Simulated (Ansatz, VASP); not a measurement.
# One calculation of AlAs, two programs

INCAR

```
SYSTEM = AlAs
  PREC = Accurate
  ENCUT = 500
  EDIFF = 1E-6
  ISMEAR = 0
  SIGMA = 0.02
  LREAL = .False.
  LASPH = .True.
  NELM = 120
  ALGO = Normal
  ISIF = 2
  LWAVE = .False.
  LCHARG = .True.
  GGA = PS
  LELF = .True.
  LVHAR = .True.
  NBANDS = 11
  GGA_COMPAT = .False.
```

KPOINTS

```
regular mesh
0
Gamma
  8 8 8
  0 0 0
```

File POSCAR:

```
AlAs
1.0
    0.0000000000      2.8372289529      2.8372289529
    2.8372289529      0.0000000000      2.8372289529
    2.8372289529      2.8372289529      0.0000000000
Al As
1 1
Direct
    0.0000000000      0.0000000000      0.0000000000
    0.2500000000      0.2500000000      0.2500000000
```

Input for Ansatz:

```yaml
crystal:
  lattice:
    - [0.0, 2.8372289529, 2.8372289529]
    - [2.8372289529, 0.0, 2.8372289529]
    - [2.8372289529, 2.8372289529, 0.0]
  atoms:
    - { symbol: Al, position: [0.0, 0.0, 0.0] }
    - { symbol: As, position: [0.25, 0.25, 0.25] }
basis:
  ecutwfc: 420
kpoints:
  mp_grid: { grid: [8, 8, 8] }
  band_path:
    path:
      - [[0.0, 0.0, 0.0], [-0.5, -0.5, 0.0], [-0.375, -0.375, 0.25]]
      - [[-0.375, 0.0, 0.375], [0.0, 0.0, 0.0], [0.0, 0.0, 0.5], [-0.5, -0.25, 0.25], [-0.5, -0.5, 0.0]]
    npoints: 10
hamiltonian:
  xc: pbesol
  pseudopotentials: { kind: paw, azcp: { folder: soft_1 } }
scf:
  occupations: { method: gaussian, width: 0.02 }
  n_extra_bands: 7
output:
  forces: true
  stress: true
  eigenvalues: true
  write_density: true
  write_potential: true
  elf: true
  volumetric_format: npy
```

Alike in both runs: task single point; functional PBEsol; k mesh 8 × 8 × 8; occupations gaussian, width 0.02 eV; no spin polarisation.

```csv
,VASP,Ansatz
version,VASP 6.6.1,Ansatz 0.2.0
potentials or method,"VASP PAW PBE potentials, release 64 (Al, As), cutoff 500 eV","scalar-relativistic, plane waves, PAW"
valence electrons in the cell,8,18
```

VASP gave:

| Item | Value |
| --- | --- |
| gap on the k mesh at the Fermi level (eV) | 1.33 |
| least direct gap on the mesh (eV) | 1.92 |
| pressure (GPa) | 0.3 |

Problem. Estimate Ansatz's values.

Solution. gap on the k mesh at the Fermi level (eV): 1.34; least direct gap on the mesh (eV): 1.91; pressure (GPa): 0.0.

VASP's potentials were made for PBE, not for PBEsol, and Ansatz warns of the same on its side. The functional is the same, so the differences come from potentials, cutoffs and numerics. VASP's potentials hold 8 valence electrons a cell and Ansatz's 18, so a difference there can come from the potentials and not from the codes.
